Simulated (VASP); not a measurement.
Here is a VASP 6.6.1 calculation.

File INCAR:

```
SYSTEM = B
PREC     = Accurate       ! precision mode
ENCUT    = 520            ! plane-wave cutoff, eV
EDIFF    = 1E-7           ! SCF threshold, eV
ISMEAR   = 0              ! smearing method
SIGMA    = 0.15           ! smearing width, eV
LREAL    = .False.        ! projectors in reciprocal space
LASPH    = .True.         ! aspherical terms in the spheres
NELM     = 60             ! most SCF steps
ALGO     = Normal         ! electronic algorithm
ISIF     = 2              ! what is computed and relaxed
LWAVE    = .False.        ! write WAVECAR
LCHARG   = .True.         ! write CHGCAR
LELF     = .True.         ! ELF
LVHAR    = .True.       
NBANDS   = 8              ! bands
```

KPOINTS

```
regular mesh
0
Gamma
  33 33 14
  0 0 0
```

POSCAR

```
B
1.0
    1.6173118970      0.0000000000      0.0000000000
   -0.8086559485      1.4006331887      0.0000000000
    0.0000000000      0.0000000000      3.6354228500
B
1
Direct
    0.0000000000      0.0000000000      0.0000000000
```

Potentials or basis: VASP PAW LDA potentials, release 64 (B).

Command:

```sh
$ cat potpaw_LDA.64/B/POTCAR > POTCAR
$ mpirun -np 1 vasp_std > vasp.out
```

Problem. Predict the pressure.

Solution. 31.8 GPa.

Stress tensor (GPa, compression positive):
```
48.73  0.00  0.00
 0.00 48.73  0.00
 0.00  0.00 -1.94
```

Caveat: the cell differs from its parent crystal (strain -0.050 along x and y, +0.000 along z).
